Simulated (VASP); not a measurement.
Set up this calculation in VASP 6.6.1, as the native input.

| Quantity | Value |
| --- | --- |
| Task | single point |
| Functional | r2SCAN |
| Potentials or basis | VASP PAW PBE potentials, release 64 (Sn_d, O) |
| Cutoff | 520 eV |
| k mesh | 6 × 4 × 6 |
| Occupations | gaussian, width 0.01 eV |
| Spin | no spin polarisation |
| Dipole correction | no |
| Further INCAR settings | ALGO = Normal; EDIFF = 1e-06; NBANDS = 28 |

The system is SnO.

```
Sn O
1.0
     3.30311    0.00000    0.00000
     0.00000    5.75771    0.00000
     0.00000    0.00000    4.00081
Sn O
2 2
Direct
  0.00000 0.22944 0.51726
  0.50000 0.77056 0.01726
  0.00000 0.89353 0.73274
  0.50000 0.10647 0.23274
```

One way to write it, as run:

POSCAR

```
SnO
1.0
    3.3031148417      0.0000000000      0.0000000000
    0.0000000000      5.7577050573      0.0000000000
    0.0000000000      0.0000000000      4.0008070726
Sn O
2 2
Direct
    0.0000000000      0.2294420242      0.5172649377
    0.5000000000      0.7705579758      0.0172649377
    0.0000000000      0.8935339404      0.7327360623
    0.5000000000      0.1064660596      0.2327360623
```

INCAR.step1

```
SYSTEM = SnO
ALGO = Normal ; EDIFF = 1E-4
ENCUT = 520 ; GGA = PE
ISMEAR = 0 ; LASPH = .True.
LCHARG = .False. ; LREAL = .False.
LWAVE = .True. ; NBANDS = 28
NELM = 60 ; PREC = Accurate
SIGMA = 0.01
```

INCAR.step2

```
SYSTEM = SnO
ALGO = Normal ; EDIFF = 1E-6
ENCUT = 520 ; ISIF = 2
ISMEAR = 0 ; ISTART = 1
LASPH = .True. ; LCHARG = .False.
LMIXTAU = .True. ; LREAL = .False.
LWAVE = .False. ; METAGGA = R2SCAN
NBANDS = 28 ; NELM = 60
PREC = Accurate ; SIGMA = 0.01
```

KPOINTS

```
k-points
0
Gamma
  6 4 6
  0 0 0
```

Potentials or basis: VASP PAW PBE potentials, release 64 (Sn_d, O).

Command:

```sh
$ cat potpaw_PBE.64/Sn_d/POTCAR potpaw_PBE.64/O/POTCAR > POTCAR
$ cp INCAR.step1 INCAR
$ mpirun -np 1 vasp_std > vasp.out
$ cp INCAR.step2 INCAR
$ mpirun -np 1 vasp_std > vasp.out
```

It gave:

```yaml
Pressure: 1.5 GPa
Largest_force: 0.122 eV/Å
Band_gap_on_the_k_mesh: 1.96 eV, indirect (least direct gap 2.79 eV)
```

Caveat: the PAW data sets were made with another functional, which shifts forces and pressure a little; spin-orbit coupling is left out, which moves the levels of the heavy elements.

It took 4.1 min on 1 thread of Intel(R) Xeon(R) Platinum 8375C CPU @ 2.90GHz (Ice Lake), with other jobs on the host, peak memory 0.25 GiB.
